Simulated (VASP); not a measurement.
LuBI, 6 atoms in the cell. The structure is tetragonal, space group P4/nmm (No. 129). The conventional cell has a = 3.854 Å, b = 3.854 Å, c = 9.179 Å, α = 90.00°, β = 90.00°, γ = 90.00°. Within 2.9 Å of Lu (site symmetry 4mm) lie 4 B at 2.20 Å. Within 4.4 Å of I (site symmetry 4mm) lie 5 Lu at 3.31 to 4.01 Å and 4 B at 3.52 Å and 8 I at 3.85 to 4.27 Å. Within 2.9 Å of B (site symmetry -4m2) lie 4 Lu at 2.20 Å and 4 B at 2.73 Å. 

| Quantity | Value |
| --- | --- |
| Program | VASP 6.6.1 |
| Task | single point |
| Functional | r2SCAN |
| Potentials or basis | VASP PAW PBE potentials, release 64 (Lu, I, B) |
| Cutoff | 520 eV |
| k mesh | 9 × 9 × 4 |
| Occupations | fermi-dirac, width 0.1 eV |
| Spin | no spin polarisation |
| Dipole correction | no |
| Further INCAR settings | ALGO = Normal; EDIFF = 1e-06; NBANDS = 44 |

Potentials or basis: VASP PAW PBE potentials, release 64 (Lu, I, B).

Command:

```sh
$ cat potpaw_PBE.64/Lu/POTCAR potpaw_PBE.64/I/POTCAR potpaw_PBE.64/B/POTCAR > POTCAR
$ cp INCAR.step1 INCAR
$ mpirun -np 1 vasp_std > vasp.out
$ cp INCAR.step2 INCAR
$ mpirun -np 1 vasp_std > vasp.out
```

Hardware: 1 thread of AMD EPYC 7R13 Processor (Zen 3), on a shared host.

Q: How long does it take, and how much memory?

A: Wall time 15 min on 1 thread of AMD EPYC 7R13 Processor (Zen 3), with other jobs on the host, peak memory 0.4 GiB. Counts: k points 45.
